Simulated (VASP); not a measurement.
Wanted: the native input for a VASP 6.6.1 run.

```
Task                   : single point
Functional             : r2SCAN
Potentials or basis    : VASP PAW PBE potentials, release 64 (Ir)
Cutoff                 : 520 eV
k mesh                 : 16 × 16 × 16
Occupations            : fermi-dirac, width 0.1 eV
Spin                   : no spin polarisation
Dipole correction      : no
Further INCAR settings : ALGO = Normal; EDIFF = 1e-06; NBANDS = 10
```

The system is Ir.

```
CELL_PARAMETERS angstrom
-1.60355 1.60355 1.60355
1.60355 -1.60355 1.60355
1.60355 1.60355 -1.60355
ATOMIC_POSITIONS crystal
Ir 0.00000 0.00000 0.00000
```

This cell differs from its parent crystal: volume scaled by 1.12.

One way to write it, as run:

POSCAR

```
Ir
1.0
   -1.6035529625      1.6035529625      1.6035529625
    1.6035529625     -1.6035529625      1.6035529625
    1.6035529625      1.6035529625     -1.6035529625
Ir
1
Direct
    0.0000000000      0.0000000000      0.0000000000
```

INCAR.step1

```
PREC     = Accurate       # precision mode
ENCUT    = 520            # plane-wave cutoff, eV
ISMEAR   = -1             # smearing method
SIGMA    = 0.1            # smearing width, eV
LREAL    = F              # projectors in reciprocal space
LASPH    = T              # aspherical terms in the spheres
NELM     = 60             # most SCF steps
NBANDS   = 10             # bands
GGA      = PE             # functional
ALGO     = Normal         # electronic algorithm
EDIFF    = 1E-4           # SCF threshold, eV
LWAVE    = T              # write WAVECAR
LCHARG   = F              # write CHGCAR
```

INCAR.step2

```
PREC     = Accurate       # precision mode
ENCUT    = 520            # plane-wave cutoff, eV
EDIFF    = 1E-6           # SCF threshold, eV
ISMEAR   = -1             # smearing method
SIGMA    = 0.1            # smearing width, eV
LREAL    = F              # projectors in reciprocal space
LASPH    = T              # aspherical terms in the spheres
NELM     = 60             # most SCF steps
ALGO     = Normal         # electronic algorithm
ISIF     = 2              # what is computed and relaxed
LWAVE    = F              # write WAVECAR
LCHARG   = F              # write CHGCAR
METAGGA  = R2SCAN         # meta-GGA
LMIXTAU  = T            
NBANDS   = 10             # bands
ISTART   = 1
```

KPOINTS

```
regular mesh
0
Gamma
  16 16 16
```

Potentials or basis: VASP PAW PBE potentials, release 64 (Ir).

Command:

```console
$ cat potpaw_PBE.64/Ir/POTCAR > POTCAR
$ cp INCAR.step1 INCAR
$ mpirun -np 1 vasp_std > vasp.out
$ cp INCAR.step2 INCAR
$ mpirun -np 1 vasp_std > vasp.out
```

Results of the run:

```json
{"Pressure": "-26.8 GPa"}
```

Caveat: the PAW data sets were made with another functional, which shifts forces and pressure a little.

Wall time 3 min on 1 thread of AMD EPYC 7R43 64-Core Processor (Zen 3), on a shared host, peak memory 0.13 GiB.
